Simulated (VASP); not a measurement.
Here is a VASP 6.6.1 calculation.

The input INCAR:

```
SYSTEM = NaH
  PREC = Accurate
  ENCUT = 520
  EDIFF = 1E-6
  ISMEAR = 0
  SIGMA = 0.01
  LREAL = .FALSE.
  LASPH = .TRUE.
  NELM = 60
  ALGO = Normal
  ISIF = 2
  LWAVE = .FALSE.
  LCHARG = .FALSE.
  GGA = PE
  NBANDS = 11
```

Contents of KPOINTS:

```
regular mesh
0
G
  6 6 6
  0 0 0
```

Contents of POSCAR:

```
NaH
1.0
   -0.0059937807      2.3975122885      2.3975122885
    2.3975122885     -0.0059937807      2.3975122885
    2.3915185078      2.3915185078      0.0000000000
Na H
1 1
Direct
    0.0000000000      0.0000000000      0.0000000000
    0.5000000000      0.5000000000      0.5000000000
```

Potentials or basis: VASP PAW PBE potentials, release 64 (Na_pv, H).

Launch:

```sh
$ cat potpaw_PBE.64/Na_pv/POTCAR potpaw_PBE.64/H/POTCAR > POTCAR
$ mpirun -np 1 vasp_std > vasp.out
```

What does it give for the pressure?

0.5 GPa.

What does it give for the band gap on the k mesh?

3.83 eV (least direct gap 4.66 eV).

Stress tensor (GPa, compression positive):
```
0.53 0.11 0.00
0.11 0.53 0.00
0.00 0.00 0.53
```

Caveat: the cell differs from its parent crystal (shear xy strain -0.5%). A k mesh can miss the band edges.
